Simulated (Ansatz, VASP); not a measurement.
Ru: VASP beside Ansatz

```xyz
2
Lattice="2.7058 0.0000 0.0000 -1.3529 2.3433 0.0000 0.0000 0.0000 4.1534" Properties=species:S:1:pos:R:3 pbc="T T T"
Ru    0.0000    1.5622    1.0384
Ru    1.3529    0.7811    3.1151
```

Change from the starting cell: strain +0.000 along x and y, -0.030 along z, atoms carried along.

Alike in both runs: task single point; functional LDA; k mesh 21 × 21 × 12; occupations gaussian, width 0.15 eV; no spin polarisation.

|  | VASP | Ansatz |
| --- | --- | --- |
| version | VASP 6.6.1 | Ansatz 0.2.0 |
| potentials or method | VASP PAW LDA potentials, release 64 (Ru_pv), cutoff 520 eV | scalar-relativistic, plane waves, PAW |
| valence electrons in the cell | 28 | 32 |

VASP gave:

| Quantity | Value |
| --- | --- |
| gap on the k mesh at the Fermi level (eV) | none |
| pressure (GPa) | -0.4 |
| traceless stress, the component that is largest in VASP (GPa) | 9.01 |

Question: Estimate Ansatz's values.

Answer: gap on the k mesh at the Fermi level (eV): none; pressure (GPa): -1.4; traceless stress, the component that is largest in VASP (GPa): 8.91.

LDA's correlation is that of Perdew and Zunger in VASP and of Perdew and Wang (1992) in Ansatz. A gap of «none» marks a metal or a gap that the smearing closes. VASP's potentials hold 28 valence electrons a cell and Ansatz's 32, so a difference there can come from the potentials and not from the codes.
